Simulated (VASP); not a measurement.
# Y (Fm-3m) in VASP: further runs

Runs on Y. Level: LDA. Tasks: single point.

Everything below comes from runs of VASP 6.6.1. Logs are shortened: lines on timing, memory, paths and dates and some standing lists are left out, and cuts for length are marked.

## Step 1: The cell of the first run

The structure is cubic, space group Fm-3m (No. 225). The conventional cell has a = 4.313 Å, b = 4.313 Å, c = 4.313 Å, α = 90.00°, β = 90.00°, γ = 90.00°. Y (site symmetry m-3m) has 12 Y at 3.05 Å within 4.0 Å.

## Step 2: Single point, LDA (volume scaled by 0.68)

INCAR

```
SYSTEM = Y
ALGO     = Normal         ! electronic algorithm
EDIFF    = 1E-7           ! SCF threshold, eV
ENCUT    = 520            ! plane-wave cutoff, eV
GGA      = CA             ! functional
ISIF     = 2              ! what is computed and relaxed
ISMEAR   = -1             ! smearing method
LASPH    = .True.         ! aspherical terms in the spheres
LCHARG   = .False.        ! write CHGCAR
LREAL    = .False.        ! projectors in reciprocal space
LWAVE    = .False.        ! write WAVECAR
NBANDS   = 12             ! bands
NELM     = 60             ! most SCF steps
PREC     = Accurate       ! precision mode
SIGMA    = 0.08           ! smearing width, eV
```

KPOINTS

```
k-points
0
Gamma
  13 13 13
  0 0 0
```

POSCAR

```
Y
1.0
    0.0000000000      2.1565276845      2.1565276845
    2.1565276845      0.0000000000      2.1565276845
    2.1565276845      2.1565276845      0.0000000000
Y
1
Direct
    0.0000000000      0.0000000000      0.0000000000
```

Potentials or basis: VASP PAW LDA potentials, release 64 (Y_sv).

On the command line:

```bash
$ cat potpaw_LDA.64/Y_sv/POTCAR > POTCAR
$ mpirun -np 1 vasp_std > vasp.out
```

OUTCAR:

```text
SYSTEM = Y
   EDIFF = 1E-7
   ENCUT = 520
   GGA = CA
   ISIF = 2
   ISMEAR = -1
   LASPH = .True.
   LREAL = .False.
   NELM = 60
   PREC = Accurate

 ion  position               nearest neighbor table
   1  0.000  0.000  0.000-

  LATTYP: Found a face centered cubic cell.
 ALAT       =     4.3130553690

  Lattice vectors:

 A1 = (   0.0000000000,   2.1565276845,   2.1565276845)
 A2 = (   2.1565276845,   0.0000000000,   2.1565276845)
 A3 = (   2.1565276845,   2.1565276845,   0.0000000000)

Analysis of symmetry for initial positions (statically):
=====================================================================
 Subroutine PRICEL returns:
 Original cell was already a primitive cell.

 Routine SETGRP: Setting up the symmetry group for a
 face centered cubic supercell.

 Subroutine GETGRP returns: Found 48 space group operations
 (whereof 48 operations were pure point group operations)
 out of a pool of 48 trial point group operations.

The static configuration has the point symmetry O_h .

Analysis of symmetry for dynamics (positions and initial velocities):
=====================================================================
 Subroutine PRICEL returns:
 Original cell was already a primitive cell.

 Routine SETGRP: Setting up the symmetry group for a
 face centered cubic supercell.

 Subroutine GETGRP returns: Found 48 space group operations
 (whereof 48 operations were pure point group operations)
 out of a pool of 48 trial point group operations.

The dynamic configuration has the point symmetry O_h .

 Subroutine INISYM returns: Found 48 space group operations
 (whereof 48 operations are pure point group operations),
 and found     1 'primitive' translations

----------------------------------------------------------------------------------------

                                     Primitive cell

  volume of cell :      20.0583

  direct lattice vectors                    reciprocal lattice vectors
     0.000000000  2.156527684  2.156527684    -0.231854200  0.231854200  0.231854200
     2.156527684  0.000000000  2.156527684     0.231854200 -0.231854200  0.231854200
     2.156527684  2.156527684  0.000000000     0.231854200  0.231854200 -0.231854200

  length of vectors
     3.049790699  3.049790699  3.049790699     0.401583253  0.401583253  0.401583253

  position of ions in fractional coordinates (direct lattice)
     0.000000000  0.000000000  0.000000000

  ion indices of the primitive-cell ions
   primitive index   ion index
                 1           1

----------------------------------------------------------------------------------------

 KPOINTS: k-points

Automatic generation of k-mesh.
 Grid dimensions read from file:
 generate k-points for:   13   13   13

 Generating k-lattice:

  Cartesian coordinates                     Fractional coordinates (reciprocal lattice)
    -0.017834938  0.017834938  0.017834938     0.076923077  0.000000000  0.000000000
     0.017834938 -0.017834938  0.017834938     0.000000000  0.076923077  0.000000000
     0.017834938  0.017834938 -0.017834938     0.000000000  0.000000000  0.076923077

  Length of vectors
     0.030891019  0.030891019  0.030891019

  Shift w.r.t. Gamma in fractional coordinates (k-lattice)
     0.000000000  0.000000000  0.000000000

 Subroutine IBZKPT returns following result:
 ===========================================

 Found     84 irreducible k-points:

 Following reciprocal coordinates:
            Coordinates               Weight
  0.000000  0.000000  0.000000      1.000000
  0.076923  0.000000  0.000000      8.000000
  0.153846  0.000000  0.000000      8.000000
  0.230769  0.000000  0.000000      8.000000
  0.307692  0.000000  0.000000      8.000000
  0.384615  0.000000  0.000000      8.000000
[... 16 lines left out ...]
  0.384615  0.153846  0.000000     24.000000
  0.461538  0.153846  0.000000     24.000000
 [... further k-points ...]
   k-points           NKPTS =     84   k-points in BZ     NKDIM =     84   number of bands    NBANDS=     12
   number of dos      NEDOS =    301   number of ions     NIONS =      1
   total plane-waves  NPLWV =  13824
   dimension x,y,z NGX =    24 NGY =   24 NGZ =   24
   dimension x,y,z NGXF=    48 NGYF=   48 NGZF=   48
   ions per type =               1
   NGX,Y,Z   is equivalent  to a cutoff of  13.08, 13.08, 13.08 a.u.
   NGXF,Y,Z  is equivalent  to a cutoff of  26.17, 26.17, 26.17 a.u.
 SYSTEM =  Y
   PREC   = accura    normal or accurate (medium, high low for compatibility)
   ISTART =      0    job   : 0-new  1-cont  2-samecut
   ICHARG =      2    charge: 1-file 2-atom 10-const
   ISPIN  =      1    spin polarized calculation?
   LNONCOLLINEAR =      F non collinear calculations
   LSORBIT =      F    spin-orbit coupling
   LASPH  =      T    aspherical Exc in radial PAW
   ENCUT  =  520.0 eV  38.22 Ry    6.18 a.u.   5.67  5.67  5.67*2*pi/ulx,y,z
   NELM   =     60;   NELMIN=  2; NELMDL= -5     # of ELM steps
   EDIFF  = 0.1E-06   stopping-criterion for ELM
   LREAL  =      F    real-space projection
   EDIFFG = 0.1E-05   stopping-criterion for IOM
   NSW    =      0    number of steps for IOM
   IBRION =     -1    ionic relax: 0-MD 1-quasi-New 2-CG
   NFREE  =      0    steps in history (QN), initial steepest desc. (CG)
   ISIF   =      2    stress and relaxation
   ISYM   =      2    0-nonsym 1-usesym 2-fastsym
   POTIM  = 0.5000    time-step for ionic-motion
   TEBEG  =    0.0;   TEEND  =   0.0 temperature during run
   PSTRESS=    0.0 pullay stress
   NELECT =      11.0000    total number of electrons
   NUPDOWN=      -1.0000    fix difference up-down
   EMIN   =  10.00;   EMAX   =-10.00  energy-range for DOS
   EFERMI =   0.00;   METHOD = LEGACY
   ISMEAR =    -1;   SIGMA  =   0.08  broadening in eV -4-tet -1-fermi 0-gaus
   EFERMI_NEDOS =   21; number of points for ismear=-14 and -15
   IALGO  =     38    algorithm
   IMIX   =      4    mixing-type and parameters
     AMIX     =   0.40;   BMIX     =  1.00
     AMIX_MAG =   1.60;   BMIX_MAG =  1.00
  volume/ion in A,a.u.               =      20.06       135.36
  Fermi-wavevector in a.u.,A,eV,Ry     =   1.340008  2.532248 24.430909  1.795621
  Thomas-Fermi vector in A             =   2.468355
   LORBIT       =      0    0 simple, 1 ext, 2 COOP (PROOUT), +10 PAW based schemes
   GGA     = CA    functional components
   LHFCALC =     F    Hartree Fock is set to
   AEXX    =    0.0000 exact exchange contribution
   IVDW    =     0    specifies the selected vdW correction
   LEPSILON=     F    determine dielectric tensor
   LRPA    =     F    only Hartree local field effects (RPA)
 non-spin polarized calculation
  energy-cutoff  :      520.00
  volume of cell :       20.06
 maximum number of plane-waves:       556
   NGX = 11   NGY = 11   NGZ = 11

 number of electron      11.0000000 magnetization

 Free energy of the ion-electron system (eV)
  ---------------------------------------------------
  ext. energy  EPLUGINS =         0.00000000
  ---------------------------------------------------
  free energy    TOTEN  =        -6.25455613 eV

  energy without entropy =       -6.22972811  energy(sigma->0) =       -6.24214212

 E-fermi :   5.6686     XC(G=0): -11.7564

 val. band max:        5.6659527729   @ k =  -0.4615   0.2308   0.0769
 cond. band min:       5.7267170279   @ k =   0.4615   0.2308   0.0769
 fundamental gap:      0.0607642550
 Fermi energy:         5.6686463204

 k-point     1 :       0.0000    0.0000    0.0000
  band No.  band energies     occupation
      1     -36.1036      2.00000
      2     -14.9787      2.00000
      3     -14.9787      2.00000
      4     -14.9787      2.00000
      5       0.7736      2.00000
      6       7.8335      0.00000
      7       7.8335      0.00000
      8       7.8335      0.00000
      9      11.3458      0.00000
     10      11.3458      0.00000
     11      16.0450      0.00000
     12      20.9660      0.00000

 k-point     2 :       0.0769    0.0000    0.0000
  band No.  band energies     occupation
      1     -36.0785      2.00000
      2     -15.1411      2.00000
      3     -14.9963      2.00000
      4     -14.9963      2.00000
      5       1.0438      2.00000
      6       7.5620      0.00000
      7       7.9534      0.00000
      8       7.9534      0.00000
      9      11.1704      0.00000
     10      11.1704      0.00000
     11      16.6302      0.00000
     12      20.1463      0.00000

 k-point     3 :       0.1538    0.0000    0.0000
  band No.  band energies     occupation
      1     -36.0080      2.00000
      2     -15.5719      2.00000
      3     -15.0445      2.00000
      4     -15.0445      2.00000
      5       1.7514      2.00000
      6       7.0211      0.00000
      7       8.2091      0.00000
      8       8.2091      0.00000
      9      10.8842      0.00000
     10      10.8842      0.00000
     11      17.6632      0.00000
     12      19.3337      0.00000
[... 286 lines left out ...]
 k-point    23 :       0.3846    0.1538    0.0000
  band No.  band energies     occupation
      1     -35.7065      2.00000
      2     -16.8173      2.00000
      3     -15.4521      2.00000
      4     -15.3913      2.00000
      5       3.7795      2.00000
      6       6.1063      0.00838
      7       7.1708      0.00000
      8       8.8388      0.00000
      9      12.2287      0.00000
     10      13.5360      0.00000
     11      18.0967      0.00000
     12      21.8151      0.00000

 k-point    24 :       0.4615    0.1538    0.0000
  band No.  band energies     occupation
      1     -35.6329      2.00000
      2     -17.1223      2.00000
      3     -15.5711      2.00000
      4     -15.4055      2.00000
      5       3.8216      2.00000
      6       6.1830      0.00322
      7       7.6675      0.00000
      8       8.5184      0.00000
      9      13.7129      0.00000
     10      14.1662      0.00000
     11      17.8681      0.00000
     12      19.6899      0.00000

 [... further k-points ...]
[... 5 lines left out ...]
  --------------------------------------------------------------------------------------
  -------------------------------------------------------------------------------------
  Total        3.8625153      3.8625153      3.8625153      0.0000000      0.0000000     -0.0000000
  in kB      308.5216827    308.5216827    308.5216827      0.0000000      0.0000000     -0.0000000
  external PRESSURE =     308.5216827 kB  Pullay stress =       0.0000000 kB

 VOLUME and BASIS-vectors are now :
 -----------------------------------------------------------------------------
  energy-cutoff  :      520.00
  volume of cell :       20.06
      direct lattice vectors                 reciprocal lattice vectors
     0.000000000  2.156527684  2.156527684    -0.231854200  0.231854200  0.231854200
     2.156527684  0.000000000  2.156527684     0.231854200 -0.231854200  0.231854200
     2.156527684  2.156527684  0.000000000     0.231854200  0.231854200 -0.231854200

 POSITION                                       TOTAL-FORCE (eV/Angst)
 -----------------------------------------------------------------------------------
      0.00000      0.00000      0.00000         0.000000      0.000000      0.000000
 -----------------------------------------------------------------------------------
    total drift:                                0.000000     -0.000000     -0.000000

  FREE ENERGIE OF THE ION-ELECTRON SYSTEM (eV)
  ---------------------------------------------------
  free  energy   TOTEN  =        -6.2545561329 eV

  energy  without entropy=       -6.2297281105  energy(sigma->0) =       -6.24214212
```

It took 15 s on 1 thread of Intel Xeon 6975P-C, shared host; peak memory 0.16 GiB.

What came out:

```yaml
Free_energy: -6.2546 eV
Pressure: 30.9 GPa
```

## Step 3: Single point, LDA (volume scaled by 0.78)

INCAR

```
ALGO = Normal
EDIFF = 1E-7
ENCUT = 520
GGA = CA
ISIF = 2
ISMEAR = -1
LASPH = T
LCHARG = F
LREAL = F
LWAVE = F
NBANDS = 12
NELM = 100
PREC = Accurate
SIGMA = 0.08
```

KPOINTS

```
k-points
0
Gamma
  13 13 13
```

POSCAR

```
Y
1.0
    0.0000000000      2.2574437339      2.2574437339
    2.2574437339      0.0000000000      2.2574437339
    2.2574437339      2.2574437339      0.0000000000
Y
1
Direct
    0.0000000000      0.0000000000      0.0000000000
```

Potentials or basis: VASP PAW LDA potentials, release 64 (Y_sv).

On the command line:

```bash
$ cat potpaw_LDA.64/Y_sv/POTCAR > POTCAR
$ mpirun -np 1 vasp_std > vasp.out
```

OUTCAR:

```text
EDIFF = 1E-7
   ENCUT = 520
   GGA = CA
   ISIF = 2
   ISMEAR = -1
   LASPH = T
   LREAL = F
   NELM = 100
   PREC = Accurate

 ion  position               nearest neighbor table
   1  0.000  0.000  0.000-

  LATTYP: Found a face centered cubic cell.
 ALAT       =     4.5148874678

  Lattice vectors:

 A1 = (   0.0000000000,   2.2574437339,   2.2574437339)
 A2 = (   2.2574437339,   0.0000000000,   2.2574437339)
 A3 = (   2.2574437339,   2.2574437339,   0.0000000000)

Analysis of symmetry for initial positions (statically):
=====================================================================
 Subroutine PRICEL returns:
 Original cell was already a primitive cell.

 Routine SETGRP: Setting up the symmetry group for a
 face centered cubic supercell.

 Subroutine GETGRP returns: Found 48 space group operations
 (whereof 48 operations were pure point group operations)
 out of a pool of 48 trial point group operations.

The static configuration has the point symmetry O_h .

Analysis of symmetry for dynamics (positions and initial velocities):
=====================================================================
 Subroutine PRICEL returns:
 Original cell was already a primitive cell.

 Routine SETGRP: Setting up the symmetry group for a
 face centered cubic supercell.

 Subroutine GETGRP returns: Found 48 space group operations
 (whereof 48 operations were pure point group operations)
 out of a pool of 48 trial point group operations.

The dynamic configuration has the point symmetry O_h .

 Subroutine INISYM returns: Found 48 space group operations
 (whereof 48 operations are pure point group operations),
 and found     1 'primitive' translations

----------------------------------------------------------------------------------------

                                     Primitive cell

  volume of cell :      23.0081

  direct lattice vectors                    reciprocal lattice vectors
     0.000000000  2.257443734  2.257443734    -0.221489463  0.221489463  0.221489463
[... 110 lines left out ...]
   LHFCALC =     F    Hartree Fock is set to
   AEXX    =    0.0000 exact exchange contribution
   IVDW    =     0    specifies the selected vdW correction
   LEPSILON=     F    determine dielectric tensor
   LRPA    =     F    only Hartree local field effects (RPA)
 non-spin polarized calculation
  energy-cutoff  :      520.00
  volume of cell :       23.01
 maximum number of plane-waves:       628
   NGX = 11   NGY = 11   NGZ = 11

 number of electron      11.0000000 magnetization

 Free energy of the ion-electron system (eV)
  ---------------------------------------------------
  ext. energy  EPLUGINS =         0.00000000
  ---------------------------------------------------
  free energy    TOTEN  =        -6.67870808 eV

  energy without entropy =       -6.65396979  energy(sigma->0) =       -6.66633893

 E-fermi :   4.7915     XC(G=0): -11.1258

 val. band max:        4.7879951082   @ k =  -0.3846   0.2308   0.0769
 cond. band min:       4.8215892160   @ k =   0.3077   0.2308   0.0769
 fundamental gap:      0.0335941078
 Fermi energy:         4.7915326878

 k-point     1 :       0.0000    0.0000    0.0000
  band No.  band energies     occupation
      1     -37.0214      2.00000
      2     -16.3223      2.00000
      3     -16.3223      2.00000
      4     -16.3223      2.00000
      5      -0.2088      2.00000
      6       6.8701      0.00000
      7       6.8701      0.00000
      8       6.8701      0.00000
      9       9.8815      0.00000
     10       9.8815      0.00000
     11      14.8163      0.00000
     12      19.2069      0.00000
[... 331 lines left out ...]
 k-point    24 :       0.4615    0.1538    0.0000
  band No.  band energies     occupation
      1     -36.7372      2.00000
      2     -17.7972      2.00000
      3     -16.7270      2.00000
      4     -16.6182      2.00000
      5       2.9973      2.00000
      6       5.2613      0.00562
      7       6.3632      0.00000
      8       7.4546      0.00000
      9      11.8209      0.00000
     10      12.2655      0.00000
     11      15.9068      0.00000
     12      17.3163      0.00000

 [... further k-points ...]

------------------------ aborting loop because EDIFF is reached ----------------------------------------

  FORCE on cell =-STRESS in cart. coord.  units (eV):
  Direction    XX          YY          ZZ          XY          YZ          ZX
  --------------------------------------------------------------------------------------
  -------------------------------------------------------------------------------------
  Total        2.3383862      2.3383862      2.3383862      0.0000000     -0.0000000      0.0000000
  in kB      162.8343487    162.8343487    162.8343487      0.0000000     -0.0000000      0.0000000
  external PRESSURE =     162.8343487 kB  Pullay stress =       0.0000000 kB

 VOLUME and BASIS-vectors are now :
 -----------------------------------------------------------------------------
  energy-cutoff  :      520.00
  volume of cell :       23.01
      direct lattice vectors                 reciprocal lattice vectors
     0.000000000  2.257443734  2.257443734    -0.221489463  0.221489463  0.221489463
     2.257443734  0.000000000  2.257443734     0.221489463 -0.221489463  0.221489463
     2.257443734  2.257443734  0.000000000     0.221489463  0.221489463 -0.221489463

 POSITION                                       TOTAL-FORCE (eV/Angst)
 -----------------------------------------------------------------------------------
      0.00000      0.00000      0.00000        -0.000000      0.000000      0.000000
 -----------------------------------------------------------------------------------
    total drift:                                0.000000      0.000000     -0.000000

  FREE ENERGIE OF THE ION-ELECTRON SYSTEM (eV)
  ---------------------------------------------------
  free  energy   TOTEN  =        -6.6787080761 eV

  energy  without entropy=       -6.6539697871  energy(sigma->0) =       -6.66633893
```

stdout:

```text
POSCAR found type information on POSCAR Y
 POSCAR found :  1 types and       1 ions
 scaLAPACK will be used
 LDA part: xc-table for (Slater(with rela. corr.)+CA(PZ))
 , standard interpolation
 POSCAR, INCAR and KPOINTS ok, starting setup
 FFT: planning ... GRIDC
 FFT: planning ... GRID_SOFT
 FFT: planning ... GRID
 WAVECAR not read
 entering main loop
```

It took 16 s on 1 thread of Intel Xeon 6975P-C, shared host; peak memory 0.16 GiB.

What came out:

```yaml
Free_energy: -6.6787 eV
Pressure: 16.3 GPa
```

## Step 4: Single point, LDA (volume scaled by 0.78)

INCAR

```
  ALGO = Normal
  EDIFF = 1E-6
  ENCUT = 520
  ISIF = 2
  ISMEAR = -1
  LASPH = T
  LCHARG = F
  LREAL = F
  LWAVE = F
  NBANDS = 12
  NELM = 100
  PREC = Accurate
  SIGMA = 0.08
```

KPOINTS is that of step 3.

POSCAR is that of step 3.

On the command line:

```bash
$ cat potpaw_LDA.64/Y_sv/POTCAR > POTCAR
$ mpirun -np 1 vasp_std > vasp.out
```

Wall time 15 s (1 thread of Intel Xeon 6975P-C, shared host); peak memory 0.16 GiB.

Results (log left out):

| Quantity | Value |
| --- | --- |
| Free energy | -6.6787 eV |
| Pressure | 16.2 GPa |

Levels at points of the mesh, in eV from the Fermi level:
| k point | band 1 | band 2 | band 3 | band 4 | band 5 | band 6 | band 7 | band 8 | band 9 | band 10 |
| --- | --- | --- | --- | --- | --- | --- | --- | --- | --- | --- |
| (0.00, 0.00, 0.00) | -41.81 | -21.11 | -21.11 | -21.11 | -5.00 | 2.08 | 2.08 | 2.08 | 5.09 | 5.09 |
